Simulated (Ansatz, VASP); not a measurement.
Hf: VASP beside Ansatz

```
Hf
1.0
     3.11602    0.00000    0.00000
    -1.55801    2.69855    0.00000
     0.00000    0.00000    4.95923
Hf
2
Direct
  0.33333 0.66667 0.25000
  0.66667 0.33333 0.75000
```

Alike in both runs: functional LDA; k mesh 15 × 15 × 8; occupations fermi-dirac, width 0.15 eV; no spin polarisation.

Ansatz relaxed the structure, and its values are those at the end. VASP's run is a single point on that final structure, the one shown.

|  | VASP | Ansatz |
| --- | --- | --- |
| version | VASP 6.6.1 | Ansatz 0.2.0 |
| potentials or method | VASP PAW LDA potentials, release 64 (Hf_pv), cutoff 520 eV | scalar-relativistic, plane waves, PAW |
| valence electrons in the cell | 20 | 52 |

```csv
,VASP,Ansatz,Ansatz less VASP
gap on the k mesh at the Fermi level (eV),none,none,-
pressure (GPa),0.1,0.0,-0.08
```

LDA's correlation is that of Perdew and Zunger in VASP and of Perdew and Wang (1992) in Ansatz. A gap of «none» marks a metal or a gap that the smearing closes. VASP's potentials hold 20 valence electrons a cell and Ansatz's 52, so a difference there can come from the potentials and not from the codes.

Spin-orbit coupling is off throughout.
